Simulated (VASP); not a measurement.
# ZnO (P6_3mc) in VASP: further runs, part 2 of 2

VASP 6.6.1. The steps go on from the part before.

### Step 3. Relaxation of cell and atoms, PBE

Contents of INCAR:

```
ALGO     = Normal         # electronic algorithm
EDIFF    = 1E-6           # SCF threshold, eV
EDIFFG   = -0.01          # ionic threshold
ENCUT    = 600            # plane-wave cutoff, eV
GGA      = PE             # functional
IBRION   = 2              # ionic algorithm
ISIF     = 3              # what is computed and relaxed
ISMEAR   = 0              # smearing method
LASPH    = T              # aspherical terms in the spheres
LCHARG   = F              # write CHGCAR
LREAL    = F              # projectors in reciprocal space
LWAVE    = F              # write WAVECAR
NELM     = 100            # most SCF steps
NSW      = 80             # ionic steps
PREC     = Accurate       # precision mode
SIGMA    = 0.02           # smearing width, eV
```

Contents of KPOINTS:

```
k-points
0
Gamma
  12 12 6
```

Contents of POSCAR:

```
ZnO
1.0
    3.2805299151      0.0000000000      0.0000000000
   -1.6402649576      2.8410222443      0.0000000000
    0.0000000000      0.0000000000      5.2881641801
Zn O
2 2
Direct
    0.0000000000      0.0000000000     -0.0021315823
    0.3333333333      0.6666666667      0.4978684177
    0.0000000000      0.0000000000      0.3771320823
    0.3333333333      0.6666666667      0.8771320823
```

Potentials or basis: VASP PAW PBE potentials, release 64 (Zn, O).

Command:

```bash
> cat potpaw_PBE.64/Zn/POTCAR potpaw_PBE.64/O/POTCAR > POTCAR
> mpirun -np 1 vasp_std > vasp.out
```

OUTCAR:

```text
EDIFF = 1E-6
   EDIFFG = -0.01
   ENCUT = 600
   GGA = PE
   IBRION = 2
   ISIF = 3
   ISMEAR = 0
   LASPH = T
   LREAL = F
   NELM = 100
   NSW = 80
   PREC = Accurate

 ion  position               nearest neighbor table
   1  0.000  0.000  0.998-   4 2.00   4 2.00   4 2.00   3 2.01
   2  0.333  0.667  0.498-   3 2.00   3 2.00   3 2.00   4 2.01
   3  0.000  0.000  0.377-   2 2.00   2 2.00   2 2.00   1 2.01
   4  0.333  0.667  0.877-   1 2.00   1 2.00   1 2.00   2 2.01

  LATTYP: Found a hexagonal cell.
 ALAT       =     3.2805299151
 C/A-ratio  =     1.6119847454

  Lattice vectors:

 A1 = (   3.2805299151,   0.0000000000,   0.0000000000)
 A2 = (  -1.6402649576,   2.8410222443,   0.0000000000)
 A3 = (   0.0000000000,   0.0000000000,   5.2881641801)

Analysis of symmetry for initial positions (statically):
[... 262 lines left out ...]
  ---------------------------------------------------
  free energy    TOTEN  =       -17.86530040 eV

  energy without entropy =      -17.86530040  energy(sigma->0) =      -17.86530040

 E-fermi :   1.0042     XC(G=0): -10.6964

 val. band max:        0.8454339880   @ k =   0.0000   0.0000   0.0000
 cond. band min:       1.5670804064   @ k =   0.0000   0.0000   0.0000
 fundamental gap:      0.7216464184
 Fermi energy:         1.0042441329

 k-point     1 :       0.0000    0.0000    0.0000
  band No.  band energies     occupation
      1     -16.9301      2.00000
      2     -16.2698      2.00000
      3      -4.6671      2.00000
      4      -4.6671      2.00000
      5      -4.6256      2.00000
      6      -4.4925      2.00000
[... 589 lines left out ...]
     21       9.0065      0.00000
     22       9.5547      0.00000

 [... further k-points ...]

------------------------ aborting loop because EDIFF is reached ----------------------------------------

  FORCE on cell =-STRESS in cart. coord.  units (eV):
  Direction    XX          YY          ZZ          XY          YZ          ZX
  --------------------------------------------------------------------------------------
  -------------------------------------------------------------------------------------
  Total       -0.0044255     -0.0044255      0.0209715      0.0000000      0.0000000      0.0000000
  in kB       -0.1430305     -0.1430305      0.6777827      0.0000000      0.0000000      0.0000000
  external PRESSURE =       0.1305739 kB  Pullay stress =       0.0000000 kB
[... 19 lines left out ...]
  FREE ENERGIE OF THE ION-ELECTRON SYSTEM (eV)
  ---------------------------------------------------
  free  energy   TOTEN  =       -17.8653004019 eV

  energy  without entropy=      -17.8653004019  energy(sigma->0) =      -17.86530040

 reached required accuracy - stopping structural energy minimisation
```

OSZICAR:

```text
N       E                     dE             d eps       ncg     rms          rms(c)
DAV:   1     0.307813985932E+03    0.30781E+03   -0.20809E+04  3352   0.260E+03
[... 23 lines left out ...]
       N       E                     dE             d eps       ncg     rms          rms(c)
DAV:   1    -0.178689340817E+02   -0.38109E-02   -0.54692E-02  3968   0.467E+00    0.441E-01
DAV:   2    -0.178656902140E+02    0.32439E-02   -0.12640E-02  4160   0.242E+00    0.157E-01
DAV:   3    -0.178654072886E+02    0.28293E-03   -0.21705E-04  4532   0.444E-01    0.884E-02
DAV:   4    -0.178652993032E+02    0.10799E-03   -0.13075E-04  5284   0.186E-01    0.873E-03
DAV:   5    -0.178653005724E+02   -0.12693E-05   -0.28437E-05  3524   0.512E-02    0.332E-03
DAV:   6    -0.178653004019E+02    0.17057E-06   -0.70438E-07  1750   0.222E-02
   3 F= -.17865300E+02 E0= -.17865300E+02  d E =-.699684E-03
```

CONTCAR:

```text
ZnO
   1.00000000000000
     3.2864239727274032   -0.0000000000001037    0.0000000000000000
    -1.6432119864138814    2.8461266479364755    0.0000000000000000
     0.0000000000000000    0.0000000000000000    5.2999440948673717
  Zn              O
     2     2
Direct
     1.0000000000000000    0.0000000000000000    0.9978498559977115
     0.3333333332999970    0.6666666667000030    0.4978498559977115
     0.0000000000000000    0.0000000000000000    0.3771506440022873
     0.3333333332999970    0.6666666667000030    0.8771506440022873

  0.00000000E+00  0.00000000E+00  0.00000000E+00
  0.00000000E+00  0.00000000E+00  0.00000000E+00
  0.00000000E+00  0.00000000E+00  0.00000000E+00
  0.00000000E+00  0.00000000E+00  0.00000000E+00
```

Run time: 4.5 min. Hardware: 1 thread of Intel Xeon 8259CL, shared host; peak memory 0.24 GiB.

What came out:

- Free energy: -17.8653 eV
- Relaxed volume: 12.39 Å³/atom
- Relaxed cell: a = 3.286 Å, b = 3.286 Å, c = 5.300 Å, α = 90.00°, β = 90.00°, γ = 120.00°
- Space group after relaxing (to 0.1 Å): P6_3mc (No. 186)
- Energy gained by relaxing: 0.2 meV/atom
- Ionic steps: 3
- Pressure after relaxing: 0.0 GPa
- Band gap on the k mesh: 0.72 eV

Step by step:
| step | energy change (eV) | largest force (eV/Å) | pressure (GPa) | volume (Å³) |
| --- | --- | --- | --- | --- |
| 1 | 0.0000 | 0.0031 | 0.80 | 49.29 |
| 2 | -0.0005 | 0.0032 | -0.43 | 49.72 |
| 3 | -0.0007 | 0.0011 | 0.01 | 49.57 |

Final structure:
```
Zn O
1.0
     3.28642    0.00000    0.00000
    -1.64321    2.84613    0.00000
     0.00000    0.00000    5.29994
Zn O
2 2
Cartesian
  3.2864 0.0000 5.2885
  0.0000 1.8974 2.6386
  0.0000 0.0000 1.9989
  0.0000 1.8974 4.6488
```

Levels at points of the mesh, in eV from the valence-band top:
```csv
k point,band 16,band 17,band 18,band 19,band 20,band 21
"(0.00, 0.00, 0.00)",-0.08,0.00,0.00,0.72,5.07,8.06
"(0.50, 0.00, 0.00)",-2.13,-1.22,-0.79,5.60,6.81,7.53
"(0.00, 0.00, 0.50)",-0.37,-0.37,-0.37,3.35,3.35,9.90
"(0.50, 0.00, 0.50)",-1.42,-1.30,-1.30,5.63,5.63,8.20
```
